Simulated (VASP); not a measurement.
Input of a VASP 6.6.1 run:

INCAR

```
SYSTEM = ZrS
ALGO     = Normal         ! electronic algorithm
EDIFF    = 1E-6           ! SCF threshold, eV
ENCUT    = 500            ! plane-wave cutoff, eV
GGA      = PS             ! functional
GGA_COMPAT= .FALSE.      
ISIF     = 2              ! what is computed and relaxed
ISMEAR   = 0              ! smearing method
LASPH    = .TRUE.         ! aspherical terms in the spheres
LCHARG   = .TRUE.         ! write CHGCAR
LELF     = .TRUE.         ! ELF
LREAL    = .FALSE.        ! projectors in reciprocal space
LVHAR    = .TRUE.       
LWAVE    = .FALSE.        ! write WAVECAR
NBANDS   = 16             ! bands
NELM     = 120            ! most SCF steps
PREC     = Accurate       ! precision mode
SIGMA    = 0.15           ! smearing width, eV
```

The input KPOINTS:

```
k-points
0
G
  20 20 20
  0 0 0
```

File POSCAR:

```
ZrS
1.0
    0.0000000000      2.5701599732      2.5701599732
    2.5830753500     -0.0129153768      2.5830753500
    2.5830753500      2.5830753500     -0.0129153768
Zr S
1 1
Direct
    0.0000000000      0.0000000000      0.0000000000
    0.5000000000      0.5000000000      0.5000000000
```

Potentials or basis: VASP PAW PBE potentials, release 64 (Zr_sv, S).

Launch:

```sh
$ cat potpaw_PBE.64/Zr_sv/POTCAR potpaw_PBE.64/S/POTCAR > POTCAR
$ mpirun -np 1 vasp_std > vasp.out
```

Task: Estimate the pressure.

Result: 0.2 GPa.

Task: What does it give for the band gap on the k mesh?

Result: Zero (bands 9 and 10 overlap by 3.03 eV).

Stress tensor (GPa, compression positive):
```
0.23 0.00 0.00
0.00 0.23 0.30
0.00 0.30 0.23
```

Caveat: the PAW data sets were made with another functional, which shifts forces and pressure a little.
